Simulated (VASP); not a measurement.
# AlGa3N2 (P4/mmm) in VASP: a series of runs

AlGa3N2 is run at these levels: PBE; tasks: single point, relaxation of cell and atoms.

All numbers are computed with VASP 6.6.1; they aren't measurements. Logs are shortened: lines on timing, memory, paths and dates and some standing lists are left out, and cuts for length are marked.

### 1 The cell of the first run

The structure is tetragonal, space group P4/mmm (No. 123). The conventional cell has a = 2.899 Å, b = 2.899 Å, c = 10.061 Å, α = 90.00°, β = 90.00°, γ = 90.00°. Al (site symmetry 4/mmm) has 2 N at 1.89 Å within 2.5 Å. Ga (site symmetry 4/mmm) has 6 Ga at 2.57 to 2.90 Å within 3.4 Å. Ga (site symmetry 4mm) has 4 N at 2.13 Å and 1 Ga at 2.57 Å within 2.8 Å. N (site symmetry 4mm) has 1 Al at 1.89 Å and 4 Ga at 2.13 Å within 2.5 Å.

### 2 Single point, PBE

Contents of INCAR:

```
SYSTEM = AlGa3N2
PREC = Accurate ; ENCUT = 520
EDIFF = 1E-6 ; ISMEAR = 0
SIGMA = 0.1 ; LREAL = .FALSE.
LASPH = .TRUE. ; NELM = 60
ALGO = Normal ; ISIF = 2
LWAVE = .FALSE. ; LCHARG = .FALSE.
GGA = PE ; NBANDS = 35
```

Contents of KPOINTS:

```
regular mesh
0
G
  6 6 2
  0 0 0
```

Contents of POSCAR:

```
AlGa3N2
1.0
    2.8991741262      0.0000000000      0.0000000000
    0.0000000000      2.8991741262      0.0000000000
    0.0000000000      0.0000000000     10.0611788085
Al Ga N
1 3 2
Direct
    0.5000000000      0.5000000000      0.5000000000
    0.0000000000      0.0000000000      0.0000000000
    0.0000000000      0.0000000000      0.7449933371
    0.0000000000      0.0000000000      0.2550066629
    0.5000000000      0.5000000000      0.6882550451
    0.5000000000      0.5000000000      0.3117449549
```

Potentials or basis: VASP PAW PBE potentials, release 64 (Al, Ga_d, N).

Run with:

```sh
cat potpaw_PBE.64/Al/POTCAR potpaw_PBE.64/Ga_d/POTCAR potpaw_PBE.64/N/POTCAR > POTCAR
mpirun -np 1 vasp_std > vasp.out
```

OUTCAR:

```text
SYSTEM = AlGa3N2
   PREC = Accurate
   ENCUT = 520
   EDIFF = 1E-6
   ISMEAR = 0
   LREAL = .FALSE.
   LASPH = .TRUE.
   NELM = 60
   ISIF = 2
   GGA = PE

 ion  position               nearest neighbor table
   1  0.500  0.500  0.500-   5 1.89   6 1.89
   2  0.000  0.000  0.000-   3 2.57   4 2.57
   3  0.000  0.000  0.745-   5 2.13   5 2.13   5 2.13   5 2.13   2 2.57
   4  0.000  0.000  0.255-   6 2.13   6 2.13   6 2.13   6 2.13   2 2.57
   5  0.500  0.500  0.688-   1 1.89   3 2.13   3 2.13   3 2.13   3 2.13
   6  0.500  0.500  0.312-   1 1.89   4 2.13   4 2.13   4 2.13   4 2.13

  LATTYP: Found a simple tetragonal cell.
 ALAT       =     2.8991741262
 C/A-ratio  =     3.4703603063

  Lattice vectors:

 A1 = (   2.8991741262,   0.0000000000,   0.0000000000)
 A2 = (   0.0000000000,   2.8991741262,   0.0000000000)
 A3 = (   0.0000000000,   0.0000000000,  10.0611788085)

Analysis of symmetry for initial positions (statically):
=====================================================================
 Subroutine PRICEL returns:
 Original cell was already a primitive cell.

 Routine SETGRP: Setting up the symmetry group for a
 simple tetragonal supercell.

 Subroutine GETGRP returns: Found 16 space group operations
 (whereof 16 operations were pure point group operations)
 out of a pool of 16 trial point group operations.

The static configuration has the point symmetry D_4h.

Analysis of symmetry for dynamics (positions and initial velocities):
=====================================================================
 Subroutine PRICEL returns:
 Original cell was already a primitive cell.

 Routine SETGRP: Setting up the symmetry group for a
 simple tetragonal supercell.

 Subroutine GETGRP returns: Found 16 space group operations
 (whereof 16 operations were pure point group operations)
 out of a pool of 16 trial point group operations.

The dynamic configuration has the point symmetry D_4h.

 Subroutine INISYM returns: Found 16 space group operations
 (whereof 16 operations are pure point group operations),
 and found     1 'primitive' translations

----------------------------------------------------------------------------------------

                                     Primitive cell

  volume of cell :      84.5663

  direct lattice vectors                    reciprocal lattice vectors
     2.899174126  0.000000000  0.000000000     0.344925816  0.000000000  0.000000000
     0.000000000  2.899174126  0.000000000     0.000000000  0.344925816  0.000000000
     0.000000000  0.000000000 10.061178808     0.000000000  0.000000000  0.099391932

  length of vectors
     2.899174126  2.899174126 10.061178808     0.344925816  0.344925816  0.099391932

  position of ions in fractional coordinates (direct lattice)
     0.500000000  0.500000000  0.500000000
     0.000000000  0.000000000  0.000000000
     0.000000000  0.000000000  0.744993337
     0.000000000  0.000000000  0.255006663
     0.500000000  0.500000000  0.688255045
     0.500000000  0.500000000  0.311744955

  ion indices of the primitive-cell ions
   primitive index   ion index
                 1           1
                 2           2
                 3           3
                 4           4
                 5           5
                 6           6

----------------------------------------------------------------------------------------

 KPOINTS: regular mesh

Automatic generation of k-mesh.
 Grid dimensions read from file:
 generate k-points for:    6    6    2

 Generating k-lattice:

  Cartesian coordinates                     Fractional coordinates (reciprocal lattice)
     0.057487636  0.000000000  0.000000000     0.166666667  0.000000000  0.000000000
     0.000000000  0.057487636  0.000000000     0.000000000  0.166666667  0.000000000
     0.000000000  0.000000000  0.049695966     0.000000000  0.000000000  0.500000000

  Length of vectors
     0.057487636  0.057487636  0.049695966

  Shift w.r.t. Gamma in fractional coordinates (k-lattice)
     0.000000000  0.000000000  0.000000000

 Subroutine IBZKPT returns following result:
 ===========================================

 Found     20 irreducible k-points:

 Following reciprocal coordinates:
            Coordinates               Weight
  0.000000  0.000000  0.000000      1.000000
  0.166667  0.000000  0.000000      4.000000
  0.333333  0.000000  0.000000      4.000000
  0.500000  0.000000  0.000000      2.000000
  0.166667  0.166667  0.000000      4.000000
  0.333333  0.166667  0.000000      8.000000
[... 12 lines left out ...]
  0.500000  0.333333  0.500000      4.000000
  0.500000  0.500000  0.500000      1.000000
   k-points           NKPTS =     20   k-points in BZ     NKDIM =     20   number of bands    NBANDS=     35
   number of dos      NEDOS =    301   number of ions     NIONS =      6
   total plane-waves  NPLWV =  46080
   dimension x,y,z NGX =    24 NGY =   24 NGZ =   80
   dimension x,y,z NGXF=    48 NGYF=   48 NGZF=  160
   ions per type =               1   3   2
   NGX,Y,Z   is equivalent  to a cutoff of  13.76, 13.76, 13.22 a.u.
   NGXF,Y,Z  is equivalent  to a cutoff of  27.52, 27.52, 26.44 a.u.
 SYSTEM =  AlGa3N2
   PREC   = accura    normal or accurate (medium, high low for compatibility)
   ISTART =      0    job   : 0-new  1-cont  2-samecut
   ICHARG =      2    charge: 1-file 2-atom 10-const
   ISPIN  =      1    spin polarized calculation?
   LNONCOLLINEAR =      F non collinear calculations
   LSORBIT =      F    spin-orbit coupling
   LASPH  =      T    aspherical Exc in radial PAW
   ENCUT  =  520.0 eV  38.22 Ry    6.18 a.u.   5.39  5.39 18.71*2*pi/ulx,y,z
   NELM   =     60;   NELMIN=  2; NELMDL= -5     # of ELM steps
   EDIFF  = 0.1E-05   stopping-criterion for ELM
   LREAL  =      F    real-space projection
   EDIFFG = 0.1E-04   stopping-criterion for IOM
   NSW    =      0    number of steps for IOM
   IBRION =     -1    ionic relax: 0-MD 1-quasi-New 2-CG
   NFREE  =      0    steps in history (QN), initial steepest desc. (CG)
   ISIF   =      2    stress and relaxation
   ISYM   =      2    0-nonsym 1-usesym 2-fastsym
   POTIM  = 0.5000    time-step for ionic-motion
   TEBEG  =    0.0;   TEEND  =   0.0 temperature during run
   PSTRESS=    0.0 pullay stress
   NELECT =      52.0000    total number of electrons
   NUPDOWN=      -1.0000    fix difference up-down
   EMIN   =  10.00;   EMAX   =-10.00  energy-range for DOS
   EFERMI =   0.00;   METHOD = LEGACY
   ISMEAR =     0;   SIGMA  =   0.10  broadening in eV -4-tet -1-fermi 0-gaus
   EFERMI_NEDOS =   21; number of points for ismear=-14 and -15
   IALGO  =     38    algorithm
   IMIX   =      4    mixing-type and parameters
     AMIX     =   0.40;   BMIX     =  1.00
     AMIX_MAG =   1.60;   BMIX_MAG =  1.00
  volume/ion in A,a.u.               =      14.09        95.11
  Fermi-wavevector in a.u.,A,eV,Ry     =   1.392120  2.630726 26.368079  1.937999
  Thomas-Fermi vector in A             =   2.515894
   LORBIT       =      0    0 simple, 1 ext, 2 COOP (PROOUT), +10 PAW based schemes
   GGA     = PE    functional components
   LHFCALC =     F    Hartree Fock is set to
   AEXX    =    0.0000 exact exchange contribution
   IVDW    =     0    specifies the selected vdW correction
   LEPSILON=     F    determine dielectric tensor
   LRPA    =     F    only Hartree local field effects (RPA)
 non-spin polarized calculation
 Gauss-broadening in eV      SIGMA  =   0.10
  energy-cutoff  :      520.00
  volume of cell :       84.57
 maximum number of plane-waves:      2303
 NGX is ok and might be reduce to    24
   NGX = 11   NGY = 11   NGZ = 37

 number of electron      52.0000021 magnetization

 Free energy of the ion-electron system (eV)
  ---------------------------------------------------
  ext. energy  EPLUGINS =         0.00000000
  ---------------------------------------------------
  free energy    TOTEN  =       -28.27220323 eV

  energy without entropy =      -28.26497680  energy(sigma->0) =      -28.26859001

 E-fermi :   5.9430     XC(G=0): -11.0575

 val. band max:        5.8955539434   @ k =   0.3333   0.0000   0.5000
 cond. band min:       5.9995860030   @ k =   0.1667   0.0000   0.5000
 fundamental gap:      0.1040320596
 Fermi energy:         5.9429646429

 k-point     1 :       0.0000    0.0000    0.0000
  band No.  band energies     occupation
      1     -10.6255      2.00000
      2     -10.4511      2.00000
      3      -9.0049      2.00000
      4      -8.9430      2.00000
      5      -8.7812      2.00000
      6      -8.7793      2.00000
[... 27 lines left out ...]
     34      15.3958      0.00000
     35      15.3959      0.00000

 k-point     2 :       0.1667    0.0000    0.0000
  band No.  band energies     occupation
      1     -10.3390      2.00000
      2     -10.1755      2.00000
      3      -8.9700      2.00000
      4      -8.9236      2.00000
      5      -8.7561      2.00000
      6      -8.7442      2.00000
[... 27 lines left out ...]
     34      15.0176      0.00000
     35      15.7632      0.00000

 k-point     3 :       0.3333    0.0000    0.0000
  band No.  band energies     occupation
      1      -9.7072      2.00000
      2      -9.5795      2.00000
      3      -8.9572      2.00000
      4      -8.8583      2.00000
      5      -8.8211      2.00000
      6      -8.7549      2.00000
[... 27 lines left out ...]
     34      14.2410      0.00000
     35      15.2963      0.00000

 k-point     4 :       0.5000    0.0000    0.0000
  band No.  band energies     occupation
      1      -9.3958      2.00000
      2      -9.3014      2.00000
      3      -8.9692      2.00000
      4      -8.8299      2.00000
      5      -8.8037      2.00000
      6      -8.7932      2.00000
[... 27 lines left out ...]
     34      14.3556      0.00000
     35      14.6371      0.00000

 k-point     5 :       0.1667    0.1667    0.0000
  band No.  band energies     occupation
      1     -10.1143      2.00000
      2      -9.9680      2.00000
      3      -8.9241      2.00000
      4      -8.9141      2.00000
      5      -8.7463      2.00000
      6      -8.7392      2.00000
[... 486 lines left out ...]
 k-point    18 :       0.3333    0.3333    0.5000
  band No.  band energies     occupation
      1      -9.7233      2.00000
      2      -9.6707      2.00000
      3      -8.8944      2.00000
      4      -8.8468      2.00000
      5      -8.8143      2.00000
      6      -8.8051      2.00000
[... 27 lines left out ...]
     34      12.8884      0.00000
     35      13.1361      0.00000

 k-point    19 :       0.5000    0.3333    0.5000
  band No.  band energies     occupation
      1      -9.7496      2.00000
      2      -9.7117      2.00000
      3      -8.8832      2.00000
      4      -8.8760      2.00000
      5      -8.8484      2.00000
      6      -8.8027      2.00000
[... 27 lines left out ...]
     34      12.4094      0.00000
     35      12.8198      0.00000

 k-point    20 :       0.5000    0.5000    0.5000
  band No.  band energies     occupation
      1      -9.8366      2.00000
      2      -9.8081      2.00000
      3      -8.9079      2.00000
      4      -8.8675      2.00000
      5      -8.8390      2.00000
      6      -8.8390      2.00000
[... 27 lines left out ...]
     34      12.2424      0.00000
     35      12.4825      0.00000

------------------------ aborting loop because EDIFF is reached ----------------------------------------

  FORCE on cell =-STRESS in cart. coord.  units (eV):
  Direction    XX          YY          ZZ          XY          YZ          ZX
  --------------------------------------------------------------------------------------
  -------------------------------------------------------------------------------------
  Total        0.0508597      0.0508597     -0.0193466      0.0000000      0.0000000      0.0000000
  in kB        0.9635783      0.9635783     -0.3665361      0.0000000      0.0000000      0.0000000
  external PRESSURE =       0.5202068 kB  Pullay stress =       0.0000000 kB

 VOLUME and BASIS-vectors are now :
 -----------------------------------------------------------------------------
  energy-cutoff  :      520.00
  volume of cell :       84.57
      direct lattice vectors                 reciprocal lattice vectors
     2.899174126  0.000000000  0.000000000     0.344925816  0.000000000  0.000000000
     0.000000000  2.899174126  0.000000000     0.000000000  0.344925816  0.000000000
     0.000000000  0.000000000 10.061178808     0.000000000  0.000000000  0.099391932

 POSITION                                       TOTAL-FORCE (eV/Angst)
 -----------------------------------------------------------------------------------
      1.44959      1.44959      5.03059         0.000000     -0.000000      0.000000
      0.00000      0.00000      0.00000         0.000000     -0.000000      0.000000
      0.00000      0.00000      7.49551         0.000000     -0.000000      0.011828
      0.00000      0.00000      2.56567        -0.000000     -0.000000     -0.011828
      1.44959      1.44959      6.92466        -0.000000      0.000000     -0.018786
      1.44959      1.44959      3.13652        -0.000000      0.000000      0.018786
 -----------------------------------------------------------------------------------
    total drift:                                0.000000      0.000000     -0.000000

  FREE ENERGIE OF THE ION-ELECTRON SYSTEM (eV)
  ---------------------------------------------------
  free  energy   TOTEN  =       -28.2722032293 eV

  energy  without entropy=      -28.2649768000  energy(sigma->0) =      -28.26859001
```

Wall time 29 s (1 thread of Intel Xeon 6975P-C (Granite Rapids), shared host); peak memory 0.22 GiB.

Results:

```
Free energy            : -28.2722 eV
Pressure               : 0.1 GPa
Largest force          : 0.019 eV/Å
Band gap on the k mesh : zero (band 26 reaches 6.43 eV, above the bottom of band 27 at 5.05 eV)
```

Forces on the atoms (eV/Å):
```
Al   0.000  0.000  0.000
Ga   0.000  0.000  0.000
Ga   0.000  0.000  0.012
Ga   0.000  0.000 -0.012
N    0.000  0.000 -0.019
N    0.000  0.000  0.019
```

Caveat: the k points lie up to 0.36 Å⁻¹ apart.

### 3 Single point, PBE

This run uses another cell than the first one, of 17.58 Å³/atom, 1.247 times its volume.

Contents of INCAR:

```
PREC = Accurate ; ENCUT = 520
EDIFF = 1E-7 ; ISMEAR = 0
SIGMA = 0.1 ; LREAL = F
LASPH = T ; NELM = 60
ALGO = Normal ; ISIF = 2
LWAVE = F ; LCHARG = F
GGA = PE ; NBANDS = 35
```

Contents of KPOINTS:

```
Automatic mesh
0
Gamma
  6 6 2
```

Contents of POSCAR:

```
AlGa3N2
1.0
    3.1599091300      0.0000000000      0.0000000000
    0.0000000000      3.1599091300      0.0000000000
    0.0000000000      0.0000000000     10.5629680300
Al Ga N
1 3 2
Direct
    0.5000000000      0.5000000000      0.5000000000
    0.0000000000      0.0000000000      0.0000000000
    0.0000000000      0.0000000000      0.7145522800
    0.0000000000      0.0000000000      0.2854477200
    0.5000000000      0.5000000000      0.8473602500
    0.5000000000      0.5000000000      0.1526397500
```

Potentials or basis: VASP PAW PBE potentials, release 64 (Al, Ga_d, N).

Run with:

```sh
cat potpaw_PBE.64/Al/POTCAR potpaw_PBE.64/Ga_d/POTCAR potpaw_PBE.64/N/POTCAR > POTCAR
mpirun -np 1 vasp_std > vasp.out
```

OUTCAR:

```text
PREC = Accurate
   ENCUT = 520
   EDIFF = 1E-7
   ISMEAR = 0
   LREAL = F
   LASPH = T
   NELM = 60
   ISIF = 2
   GGA = PE

 ion  position               nearest neighbor table
   1  0.500  0.500  0.500-
   2  0.000  0.000  0.000-
   3  0.000  0.000  0.715-
   4  0.000  0.000  0.285-
   5  0.500  0.500  0.847-
   6  0.500  0.500  0.153-

  LATTYP: Found a simple tetragonal cell.
[... 958 lines left out ...]
  --------------------------------------------------------------------------------------
  -------------------------------------------------------------------------------------
  Total      -10.3371516    -10.3371516    -10.4054254      0.0000000     -0.0000000      0.0000000
  in kB     -157.0277166   -157.0277166   -158.0648372      0.0000000     -0.0000000      0.0000000
  external PRESSURE =    -157.3734235 kB  Pullay stress =       0.0000000 kB

 VOLUME and BASIS-vectors are now :
 -----------------------------------------------------------------------------
  energy-cutoff  :      520.00
  volume of cell :      105.47
      direct lattice vectors                 reciprocal lattice vectors
     3.159909130  0.000000000  0.000000000     0.316464797  0.000000000  0.000000000
     0.000000000  3.159909130  0.000000000     0.000000000  0.316464797  0.000000000
     0.000000000  0.000000000 10.562968030     0.000000000  0.000000000  0.094670361

 POSITION                                       TOTAL-FORCE (eV/Angst)
 -----------------------------------------------------------------------------------
      1.57995      1.57995      5.28148         0.000000     -0.000000      0.000000
      0.00000      0.00000      0.00000         0.000000     -0.000000      0.000000
      0.00000      0.00000      7.54779        -0.000000     -0.000000      1.120079
      0.00000      0.00000      3.01518         0.000000      0.000000     -1.120079
      1.57995      1.57995      8.95064        -0.000000      0.000000     -0.529252
      1.57995      1.57995      1.61233         0.000000     -0.000000      0.529252
 -----------------------------------------------------------------------------------
    total drift:                                0.000000      0.000000     -0.000000

  FREE ENERGIE OF THE ION-ELECTRON SYSTEM (eV)
  ---------------------------------------------------
  free  energy   TOTEN  =       -22.7801282028 eV

  energy  without entropy=      -22.7634577839  energy(sigma->0) =      -22.77179299
```

OSZICAR:

```text
N       E                     dE             d eps       ncg     rms          rms(c)
DAV:   1     0.407415939400E+03    0.40742E+03   -0.24445E+04  1481   0.231E+03
DAV:   2     0.433846971293E+02   -0.36403E+03   -0.34981E+03  1464   0.526E+02
DAV:   3    -0.211550976186E+02   -0.64540E+02   -0.61187E+02  1733   0.156E+02
DAV:   4    -0.261005814941E+02   -0.49455E+01   -0.48549E+01  1629   0.413E+01
DAV:   5    -0.262723606737E+02   -0.17178E+00   -0.17087E+00  1848   0.761E+00    0.104E+01
DAV:   6    -0.261103529013E+02    0.16201E+00   -0.35100E+01  2438   0.401E+01    0.120E+01
DAV:   7    -0.227779309753E+02    0.33324E+01   -0.13605E+01  1908   0.127E+01    0.246E+00
DAV:   8    -0.228186428426E+02   -0.40712E-01   -0.11238E+00  1519   0.488E+00    0.128E+00
DAV:   9    -0.227855464335E+02    0.33096E-01   -0.77332E-02  1994   0.244E+00    0.615E-01
DAV:  10    -0.227805114849E+02    0.50349E-02   -0.30598E-02  1804   0.139E+00    0.222E-01
DAV:  11    -0.227800990733E+02    0.41241E-03   -0.40617E-03  1752   0.542E-01    0.835E-02
DAV:  12    -0.227801318358E+02   -0.32763E-04   -0.52044E-04  1720   0.191E-01    0.135E-02
DAV:  13    -0.227801330608E+02   -0.12250E-05   -0.10564E-04  1797   0.124E-01    0.181E-02
DAV:  14    -0.227801281066E+02    0.49542E-05   -0.20894E-05  2114   0.482E-02    0.294E-03
DAV:  15    -0.227801284264E+02   -0.31979E-06   -0.33658E-06  1608   0.149E-02    0.120E-03
DAV:  16    -0.227801282790E+02    0.14741E-06   -0.19916E-07  1061   0.720E-03    0.787E-04
DAV:  17    -0.227801282028E+02    0.76234E-07   -0.53179E-08   856   0.423E-03
   1 F= -.22780128E+02 E0= -.22771793E+02  d E =-.166704E-01
```

stdout:

```text
POSCAR found type information on POSCAR AlGaN
 POSCAR found :  3 types and       6 ions
 scaLAPACK will be used
 LDA part: xc-table for (Slater+PW92), standard interpolation
 POSCAR, INCAR and KPOINTS ok, starting setup
 FFT: planning ... GRIDC
 FFT: planning ... GRID_SOFT
 FFT: planning ... GRID
 WAVECAR not read
 entering main loop
```

It took 31 s on 1 thread of Intel Xeon 6975P-C (Granite Rapids), shared host; peak memory 0.23 GiB.

Results:

* Free energy: -22.7801 eV
* Pressure: -15.7 GPa
* Largest force: 1.120 eV/Å
* Band gap on the k mesh: zero (band 26 reaches 4.88 eV, above the bottom of band 27 at 3.04 eV)

Forces on the atoms (eV/Å):
```
Al   0.000  0.000  0.000
Ga   0.000  0.000  0.000
Ga   0.000  0.000  1.120
Ga   0.000  0.000 -1.120
N    0.000  0.000 -0.529
N    0.000  0.000  0.529
```

Caveat: forces of over 1 eV/Å act on the atoms, so gaps and moduli don't describe the material at rest.

(Continued in part 2 of 2.)
